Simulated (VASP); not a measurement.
Runs of VASP 6.6.1 on BN (Qingsongite). The structure is that of space group F-43m (No. 216), or close to it. The cells are those of the table. 

```csv
task,level,potentials or basis,cell,cutoff (eV),second run,gap on the mesh (eV),pressure (GPa),relaxed volume (Å³/atom)
relaxation of cell and atoms,r2SCAN,"VASP PAW PBE potentials, release 64 (B, N)","relaxed from a = 2.556 Å, angles 60.0°, 2 atoms",600,-,4.98,-0.5,-
single point,r2SCAN,"VASP PAW PBE potentials, release 64 (B_h, N_h)","a = 2.552 Å, angles 60.0°, 2 atoms",910,hard_potentials,(a),-0.6,-
relaxation of cell and atoms,revPBE+D3(BJ),"VASP PAW PBE potentials, release 64 (B, N)","relaxed from a = 2.556 Å, angles 60.0°, 2 atoms",600,-,4.49,0.0,(b)
relaxation of cell and atoms,r2SCAN+rVV10,"VASP PAW PBE potentials, release 64 (B, N)","relaxed from a = 2.556 Å, angles 60.0°, 2 atoms",600,-,4.94,0.0,5.88
single point,r2SCAN,"VASP PAW PBE potentials, release 64 (B, N)","a = 2.552 Å, angles 60.0°, 2 atoms",520,-,4.98,1.1,-
single point,r2SCAN+rVV10,"VASP PAW PBE potentials, release 64 (B_h, N_h)","a = 2.550 Å, angles 60.0°, 2 atoms",910,hard_potentials,4.96,-0.6,-
single point,revPBE+D3(BJ),"VASP PAW PBE potentials, release 64 (B, N)","a = 2.547 Å, angles 60.0°, 2 atoms",520,-,4.49,0.3,-
single point,PBEsol,"VASP PAW PBE potentials, release 64 (B, N)","a = 2.550 Å, angles 60.0°, 2 atoms",520,-,4.28,0.6,-
```

Alike in all rows: no spin polarisation; k mesh 10 × 10 × 10; smearing fermi-dirac 0.01 eV.

Problem. Estimate the missing entries.

Solution. (a) 5.00; (b) 5.84.

Caveats: the PAW data sets were made with another functional, which shifts forces and pressure a little; the cutoff is under 1.25 times the usual one of these potentials, so pressure, stress and relaxed cells hold a basis-set (Pulay) error (some runs); the relaxation stopped at its first step, so nothing moved (some runs).

A k mesh can miss the band edges.
